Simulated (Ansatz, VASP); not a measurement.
**One calculation of Al2Pt, two programs**

```
Al Pt
1.0
     2.97320   -2.97320    0.00000
     2.97320    0.00000   -2.97320
     9.41051    9.41051    9.41051
Al Pt
6 3
Direct
  0.66667 0.66667 0.26330
  0.00000 0.00000 0.05267
  0.33333 0.33333 0.47393
  0.66667 0.66667 0.57924
  0.00000 0.00000 0.36861
  0.33333 0.33333 0.15798
  0.00000 0.00000 0.52659
  0.33333 0.33333 0.31596
  0.66667 0.66667 0.10533
```

Alike in both runs: task single point; functional PBE; k mesh 13 × 13 × 5; occupations gaussian, width 0.15 eV; no spin polarisation.

```csv
,VASP,Ansatz
version,VASP 6.6.1,Ansatz 0.2.0
potentials or method,"VASP PAW PBE potentials, release 64 (Al, Pt), cutoff 520 eV","scalar-relativistic, plane waves, PAW"
valence electrons in the cell,48,72
```

Ansatz gave:

```
gap on the k mesh at the Fermi level (eV) : none
rms of the force components (eV/Å)        : 0.203
```

Q: What did VASP give for the same quantities?

A: gap on the k mesh at the Fermi level (eV): none; rms of the force components (eV/Å): 0.204.

Atom by atom the forces differ by 0.002 eV/Å (rms over components). A gap of «none» marks a metal or a gap that the smearing closes. The functional is the same, so the differences come from potentials, cutoffs and numerics. VASP's potentials hold 48 valence electrons a cell and Ansatz's 72, so a difference there can come from the potentials and not from the codes.

Spin-orbit coupling is off throughout.
